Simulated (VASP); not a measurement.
# YMo3 (P6_3/mmc) in VASP: notebook, part 2 of 2

VASP 6.6.1.

## (3) Relaxation of cell and atoms, PBE

This run uses another cell than the first one, of 17.98 Å³/atom.

File INCAR:

```
ALGO = Fast
EDIFF = 1E-7
EDIFFG = -0.04
ENCUT = 600
GGA = PE
IBRION = 2
ISIF = 3
ISMEAR = 0
LASPH = True
LCHARG = False
LREAL = False
LWAVE = False
NELM = 100
NSW = 90
PREC = Accurate
SIGMA = 0.1
```

File KPOINTS:

```
k-points
0
Gamma
  3 3 4
```

File POSCAR:

```
YMo3
1.0
    5.9145582896      0.0000000000      0.0000000000
   -2.9572791448      5.1221577309      0.0000000000
    0.0000000000      0.0000000000      4.7473455983
Y Mo
2 6
Direct
    0.3333333333      0.6666666667      0.2500000000
    0.6666666667      0.3333333333      0.7500000000
    0.8330000000      0.6660000000      0.2500000000
    0.1670000000      0.8330000000      0.7500000000
    0.3340000000      0.1670000000      0.2500000000
    0.1670000000      0.3340000000      0.7500000000
    0.8330000000      0.1670000000      0.2500000000
    0.6660000000      0.8330000000      0.7500000000
```

Potentials or basis: VASP PAW PBE potentials, release 64 (Y_sv, Mo_sv).

Command:

```console
cat potpaw_PBE.64/Y_sv/POTCAR potpaw_PBE.64/Mo_sv/POTCAR > POTCAR
mpirun -np 1 vasp_std > vasp.out
```

OUTCAR:

```text
EDIFF = 1E-7
   EDIFFG = -0.04
   ENCUT = 600
   GGA = PE
   IBRION = 2
   ISIF = 3
   ISMEAR = 0
   LASPH = True
   LREAL = False
   NELM = 100
   NSW = 90
   PREC = Accurate

 ion  position               nearest neighbor table
   1  0.333  0.667  0.250-   4 2.92   4 2.92   6 2.92   6 2.92   8 2.92   8 2.92   5 2.96   3 2.96
                             7 2.96   7 2.96   5 2.96   3 2.96   2 4.16   2 4.16   2 4.16   2 4.16
   2  0.667  0.333  0.750-   7 2.92   7 2.92   3 2.92   3 2.92   5 2.92   5 2.92   8 2.96   6 2.96
                             4 2.96   4 2.96   8 2.96   6 2.96   1 4.16   1 4.16   1 4.16   1 4.16
   3  0.833  0.666  0.250-   2 2.92   2 2.92   8 2.93   4 2.93   4 2.93   8 2.93   5 2.95   7 2.95
                             1 2.96   1 2.96   7 2.96   5 2.96
   4  0.167  0.833  0.750-   1 2.92   1 2.92   5 2.93   5 2.93   3 2.93   3 2.93   6 2.95   8 2.95
                             2 2.96   2 2.96   6 2.96   8 2.96
   5  0.334  0.167  0.250-   2 2.92   2 2.92   4 2.93   4 2.93   6 2.93   6 2.93   3 2.95   7 2.95
                             1 2.96   1 2.96   3 2.96   7 2.96
   6  0.167  0.334  0.750-   1 2.92   1 2.92   7 2.93   5 2.93   5 2.93   7 2.93   8 2.95   4 2.95
                             2 2.96   2 2.96   4 2.96   8 2.96
   7  0.833  0.167  0.250-   2 2.92   2 2.92   8 2.93   8 2.93   6 2.93   6 2.93   3 2.95   5 2.95
                             1 2.96   1 2.96   3 2.96   5 2.96
[... 399 lines left out ...]

 number of electron     106.0000007 magnetization

 Free energy of the ion-electron system (eV)
  ---------------------------------------------------
  ext. energy  EPLUGINS =         0.00000000
  ---------------------------------------------------
  free energy    TOTEN  =       -74.90928794 eV

  energy without entropy =      -74.87840784  energy(sigma->0) =      -74.89384789

 E-fermi :   7.8786     XC(G=0): -11.5805

 val. band max:        7.8692424204   @ k =   0.3333   0.0000   0.5000
 cond. band min:       7.9335255520   @ k =   0.3333   0.3333   0.0000
 fundamental gap:      0.0642831316
 Fermi energy:         7.8786066723

 k-point     1 :       0.0000    0.0000    0.0000
  band No.  band energies     occupation
      1     -52.8640      2.00000
      2     -52.6858      2.00000
      3     -52.6858      2.00000
      4     -52.5469      2.00000
      5     -52.5286      2.00000
      6     -52.5286      2.00000
[... 618 lines left out ...]
  FREE ENERGIE OF THE ION-ELECTRON SYSTEM (eV)
  ---------------------------------------------------
  free  energy   TOTEN  =       -74.9092879350 eV

  energy  without entropy=      -74.8784078357  energy(sigma->0) =      -74.89384789

 reached required accuracy - stopping structural energy minimisation
```

OSZICAR:

```text
N       E                     dE             d eps       ncg     rms          rms(c)
DAV:   1     0.130878732563E+04    0.13088E+04   -0.68667E+04  1158   0.195E+03
DAV:   2    -0.785994723734E+01   -0.13166E+04   -0.12929E+04  1197   0.566E+02
DAV:   3    -0.715040043367E+02   -0.63644E+02   -0.60486E+02  1652   0.103E+02
DAV:   4    -0.756494264023E+02   -0.41454E+01   -0.40185E+01  1700   0.164E+01
[... 540 lines left out ...]
RMM:   7    -0.749092872901E+02    0.39279E-06   -0.35153E-05  1377   0.202E-02    0.617E-03
RMM:   8    -0.749092885042E+02   -0.12140E-05   -0.11618E-05  1566   0.944E-03    0.107E-02
RMM:   9    -0.749092878795E+02    0.62461E-06   -0.45469E-06  1332   0.526E-03    0.992E-03
RMM:  10    -0.749092878978E+02   -0.18310E-07   -0.13530E-06   951   0.273E-03    0.757E-03
RMM:  11    -0.749092879350E+02   -0.37197E-07   -0.45724E-07   778   0.182E-03
  31 F= -.74909288E+02 E0= -.74893848E+02  d E =-.491822E-03
```

CONTCAR:

```text
YMo3
   1.00000000000000
     6.6633565226629194    0.0000000000000001    0.0000000000000000
    -3.3316782613314597    5.7706360230187679    0.0000000000000000
     0.0000000000000000    0.0000000000000000    4.2907336795724831
  Y               Mo
     2     6
Direct
     0.3333333332999970    0.6666666667000030    0.2500000000000000
     0.6666666667000030    0.3333333332999970    0.7500000000000000
     0.8651984880269867    0.7303969760539737    0.2500000000000000
     0.1348015119730235    0.8651984880269867    0.7500000000000000
     0.2696030239460370    0.1348015119730134    0.2500000000000000
     0.1348015119730134    0.2696030239460268    0.7500000000000000
     0.8651984880269767    0.1348015119730134    0.2500000000000000
     0.7303969760539631    0.8651984880269867    0.7500000000000000

  0.00000000E+00  0.00000000E+00  0.00000000E+00
  0.00000000E+00  0.00000000E+00  0.00000000E+00
  0.00000000E+00  0.00000000E+00  0.00000000E+00
  0.00000000E+00  0.00000000E+00  0.00000000E+00
  0.00000000E+00  0.00000000E+00  0.00000000E+00
  0.00000000E+00  0.00000000E+00  0.00000000E+00
  0.00000000E+00  0.00000000E+00  0.00000000E+00
  0.00000000E+00  0.00000000E+00  0.00000000E+00
```

It took 40 min on 1 thread of AMD EPYC 9R45 (Zen 5), shared host; peak memory 0.33 GiB.

What came out:

| Quantity | Value |
| --- | --- |
| Free energy | -74.9093 eV |
| Relaxed volume | 20.62 Å³/atom |
| Relaxed cell | a = 6.663 Å, b = 6.663 Å, c = 4.291 Å, α = 90.00°, β = 90.00°, γ = 120.00° |
| Space group after relaxing (to 0.1 Å) | P6_3/mmc (No. 194) |
| Energy gained by relaxing | 370.7 meV/atom |
| Ionic steps | 31 |
| Pressure after relaxing | 0.1 GPa |
| Largest force after relaxing | 0.024 eV/Å |
| Band gap on the k mesh | zero (bands 53 and 54 overlap by 1.21 eV) |

Forces on the atoms (eV/Å):
```
Y    0.000  0.000  0.000
Y    0.000  0.000  0.000
Mo   0.000  0.024  0.000
Mo  -0.021  0.012  0.000
Mo  -0.021 -0.012  0.000
Mo   0.000 -0.024  0.000
Mo   0.021 -0.012  0.000
Mo   0.021  0.012  0.000
```

The path:
```csv
step,energy change (eV),largest force (eV/Å),pressure (GPa),volume (Å³)
1,0.0000,1.2920,4.36,143.82
2,-0.5063,1.1780,-5.16,154.18
3,-0.5273,1.1953,-6.86,156.74
4,-0.8747,0.9520,-4.33,155.41
5,-1.0639,0.2058,0.37,153.60
6,-1.0641,0.2525,0.10,153.68
7,-1.1167,0.2483,0.62,153.69
8,-1.2798,0.1259,2.19,153.64
9,-1.6990,0.5628,6.40,153.18
10,-1.7864,2.8343,19.97,150.68
11,-2.0849,1.2292,10.99,152.34
12,-2.0883,1.9268,15.05,151.60
13,-2.1229,1.6618,13.51,151.87
14,-2.1295,1.6745,13.55,151.93
15,-2.1475,1.7133,13.65,152.10
16,-2.1750,1.7989,13.89,152.43
17,-2.1992,1.9968,14.43,153.07
18,-2.2378,1.9363,13.94,153.41
19,-2.3463,1.7579,12.54,154.40
20,-2.5327,1.4184,9.84,156.41
21,-2.7902,0.8045,4.93,160.47
22,-2.9006,0.2047,-3.13,168.75
23,-2.9191,0.0352,-1.17,166.54
24,-2.9191,0.0672,-0.95,166.26
25,-2.9242,0.0640,-0.89,166.17
26,-2.9378,0.0538,-0.68,165.90
27,-2.9573,0.0324,-0.21,165.33
28,-2.9588,0.0188,0.90,164.17
29,-2.9650,0.0090,0.30,164.76
30,-2.9651,0.0059,0.37,164.70
31,-2.9656,0.0245,0.11,164.99
```

Final structure:
```cif
data_structure
_symmetry_space_group_name_H-M 'P 1'
_symmetry_Int_Tables_number 1
_cell_length_a 6.6634
_cell_length_b 6.6634
_cell_length_c 4.2907
_cell_angle_alpha 90.000
_cell_angle_beta 90.000
_cell_angle_gamma 120.000
_cell_volume 164.99
loop_
_atom_site_label
_atom_site_type_symbol
_atom_site_fract_x
_atom_site_fract_y
_atom_site_fract_z
_atom_site_occupancy
Y1 Y 0.33333 0.66667 0.25000 1
Y2 Y 0.66667 0.33333 0.75000 1
Mo1 Mo 0.86520 0.73040 0.25000 1
Mo2 Mo 0.13480 0.86520 0.75000 1
Mo3 Mo 0.26960 0.13480 0.25000 1
Mo4 Mo 0.13480 0.26960 0.75000 1
Mo5 Mo 0.86520 0.13480 0.25000 1
Mo6 Mo 0.73040 0.86520 0.75000 1
```

Levels at points of the mesh, in eV from the Fermi level:
```csv
k point,band 48,band 49,band 50,band 51,band 52,band 53,band 54,band 55,band 56,band 57
"(0.00, 0.00, 0.00)",-0.80,-0.80,-0.58,-0.58,0.62,0.62,0.63,0.63,0.87,0.87
"(0.00, 0.00, 0.50)",-1.08,-1.08,-1.08,0.33,0.33,0.61,0.61,0.91,0.91,0.91
```

Caveat: the k points lie up to 0.37 Å⁻¹ apart in the final cell, too coarse for converged energies and pressures of a metal.

## (4) Single point, PBE

This run uses another cell than the first one, of 20.46 Å³/atom.

File INCAR:

```
ALGO = Fast ; EDIFF = 1E-6
ENCUT = 520 ; GGA = PE
ISIF = 2 ; ISMEAR = 0
LASPH = True ; LCHARG = False
LREAL = False ; LWAVE = False
NBANDS = 63 ; NELM = 80
PREC = Accurate ; SIGMA = 0.1
```

File KPOINTS:

```
k-points
0
Gamma
  6 6 10
```

File POSCAR:

```
YMo3
1.0
    6.5607535603      0.0000000000      0.0000000000
   -3.2803767802      5.6817792512      0.0000000000
    0.0000000000      0.0000000000      4.3908779131
Y Mo
2 6
Direct
    0.3333333333      0.6666666667      0.2500000000
    0.6666666667      0.3333333333      0.7500000000
    0.8644290081      0.7288580162      0.2500000000
    0.1355709919      0.8644290081      0.7500000000
    0.2711419838      0.1355709919      0.2500000000
    0.1355709919      0.2711419838      0.7500000000
    0.8644290081      0.1355709919      0.2500000000
    0.7288580162      0.8644290081      0.7500000000
```

Potentials or basis: VASP PAW PBE potentials, release 64 (Y_sv, Mo_sv).

Command:

```console
cat potpaw_PBE.64/Y_sv/POTCAR potpaw_PBE.64/Mo_sv/POTCAR > POTCAR
mpirun -np 1 vasp_std > vasp.out
```

OUTCAR:

```text
EDIFF = 1E-6
   ENCUT = 520
   GGA = PE
   ISIF = 2
   ISMEAR = 0
   LASPH = True
   LREAL = False
   NELM = 80
   PREC = Accurate

 ion  position               nearest neighbor table
   1  0.333  0.667  0.250-   4 3.14   4 3.14   8 3.14   8 3.14   6 3.14   6 3.14   3 3.30   5 3.30
                             7 3.30   7 3.30   3 3.30   5 3.30
   2  0.667  0.333  0.750-   7 3.14   7 3.14   5 3.14   5 3.14   3 3.14   3 3.14   6 3.30   8 3.30
                             4 3.30   4 3.30   6 3.30   8 3.30
   3  0.864  0.729  0.250-   5 2.67   7 2.67   4 2.68   4 2.68   8 2.68   8 2.68   2 3.14   2 3.14
                             1 3.30   1 3.30
   4  0.136  0.864  0.750-   8 2.67   6 2.67   3 2.68   3 2.68   5 2.68   5 2.68   1 3.14   1 3.14
                             2 3.30   2 3.30
   5  0.271  0.136  0.250-   3 2.67   7 2.67   4 2.68   4 2.68   6 2.68   6 2.68   2 3.14   2 3.14
                             1 3.30   1 3.30
   6  0.136  0.271  0.750-   8 2.67   4 2.67   7 2.68   7 2.68   5 2.68   5 2.68   1 3.14   1 3.14
                             2 3.30   2 3.30
   7  0.864  0.136  0.250-   5 2.67   3 2.67   6 2.68   6 2.68   8 2.68   8 2.68   2 3.14   2 3.14
                             1 3.30   1 3.30
[... 213 lines left out ...]
      2     -52.5799      2.00000
      3     -52.5799      2.00000
      4     -52.4823      2.00000
      5     -52.4424      2.00000
      6     -52.4424      2.00000
[... 1573 lines left out ...]
     62       9.7152      0.00000
     63       9.9260      0.00000

 [... further k-points ...]

------------------------ aborting loop because EDIFF is reached ----------------------------------------

  FORCE on cell =-STRESS in cart. coord.  units (eV):
  Direction    XX          YY          ZZ          XY          YZ          ZX
  --------------------------------------------------------------------------------------
  -------------------------------------------------------------------------------------
  Total        0.1333300      0.1333300      0.2262217     -0.0000000      0.0000000      0.0000000
  in kB        1.3051161      1.3051161      2.2143969     -0.0000000      0.0000000      0.0000000
  external PRESSURE =       1.6082097 kB  Pullay stress =       0.0000000 kB

 VOLUME and BASIS-vectors are now :
 -----------------------------------------------------------------------------
  energy-cutoff  :      520.00
  volume of cell :      163.68
      direct lattice vectors                 reciprocal lattice vectors
     6.560753560  0.000000000  0.000000000     0.152421515  0.088000603  0.000000000
    -3.280376780  5.681779251  0.000000000     0.000000000  0.176001206  0.000000000
     0.000000000  0.000000000  4.390877913     0.000000000  0.000000000  0.227744888

 POSITION                                       TOTAL-FORCE (eV/Angst)
 -----------------------------------------------------------------------------------
     -0.00000      3.78785      1.09772        -0.000000      0.000000     -0.000000
      3.28038      1.89393      3.29316         0.000000     -0.000000     -0.000000
      3.28038      4.14121      1.09772         0.000000     -0.040395     -0.000000
     -1.94620      4.91149      3.29316         0.034983     -0.020198     -0.000000
      1.33417      0.77028      1.09772         0.034983      0.020198     -0.000000
     -0.00000      1.54057      3.29316        -0.000000      0.040395      0.000000
      5.22658      0.77028      1.09772        -0.034983      0.020198     -0.000000
      1.94620      4.91149      3.29316        -0.034983     -0.020198      0.000000
 -----------------------------------------------------------------------------------
    total drift:                               -0.000002      0.000001     -0.000000

  FREE ENERGIE OF THE ION-ELECTRON SYSTEM (eV)
  ---------------------------------------------------
  free  energy   TOTEN  =       -74.9063785359 eV

  energy  without entropy=      -74.8770956955  energy(sigma->0) =      -74.89173712
```

OSZICAR:

```text
N       E                     dE             d eps       ncg     rms          rms(c)
DAV:   1     0.122024680525E+04    0.12202E+04   -0.64160E+04  5388   0.172E+03
DAV:   2    -0.124732341824E+02   -0.12327E+04   -0.12070E+04  5642   0.526E+02
DAV:   3    -0.751254488543E+02   -0.62652E+02   -0.60161E+02  7688   0.976E+01
DAV:   4    -0.790735952061E+02   -0.39481E+01   -0.38589E+01  8272   0.154E+01
[... 12 lines left out ...]
RMM:  17    -0.749063761152E+02   -0.36548E-05   -0.77107E-05  6985   0.185E-02    0.223E-02
RMM:  18    -0.749063800536E+02   -0.39383E-05   -0.36456E-05  6682   0.122E-02    0.110E-02
RMM:  19    -0.749063778317E+02    0.22219E-05   -0.16079E-05  6044   0.902E-03    0.943E-03
RMM:  20    -0.749063782344E+02   -0.40271E-06   -0.10640E-05  5775   0.570E-03    0.799E-03
RMM:  21    -0.749063785359E+02   -0.30145E-06   -0.33122E-06  3577   0.299E-03
   1 F= -.74906379E+02 E0= -.74891737E+02  d E =-.292828E-01
```

Run time: 8 min. Hardware: 1 thread of AMD EPYC 9R45 (Zen 5), shared host; peak memory 0.48 GiB.

Results:

- Free energy: -74.9064 eV
- Pressure: 0.2 GPa
- Largest force: 0.040 eV/Å
- Band gap on the k mesh: zero (bands 53 and 54 overlap by 1.28 eV)

Forces in eV/Å, atoms in the order of the input:
```
Y    0.000  0.000  0.000
Y    0.000  0.000  0.000
Mo   0.000 -0.040  0.000
Mo   0.035 -0.020  0.000
Mo   0.035  0.020  0.000
Mo   0.000  0.040  0.000
Mo  -0.035  0.020  0.000
Mo  -0.035 -0.020  0.000
```

Stress tensor (GPa, compression positive):
```
0.13 0.00 0.00
0.00 0.13 0.00
0.00 0.00 0.22
```

## (5) Overview

```csv
task,cell,k mesh,cutoff (eV),gap on the mesh (eV),pressure (GPa),largest force (eV/Å)
single point,"a = 6.663, b = 6.663, c = 4.287 Å, angles 90.0, 90.0, 120.0°, 8 atoms, atomic positions A",3 × 3 × 4,520,none,0.5,0.03
relaxation of cell and atoms,"relaxed from a = 5.915, b = 5.915, c = 4.747 Å, angles 90.0, 90.0, 120.0°, 8 atoms, atomic positions B",3 × 3 × 4,600,none,0.1,0.02
single point,"a = 6.561, b = 6.561, c = 4.391 Å, angles 90.0, 90.0, 120.0°, 8 atoms, atomic positions C",6 × 6 × 10,520,none,0.2,0.04
```

Alike in all rows: level PBE; potentials or basis VASP PAW PBE potentials, release 64 (Y_sv, Mo_sv); no spin polarisation; smearing gaussian 0.1 eV.

Caveats: some runs use coarse meshes.

Absolute energies hang on the potentials; compare differences alone.

The gap in the log of VASP goes by the Fermi energy; the results here count the filled bands.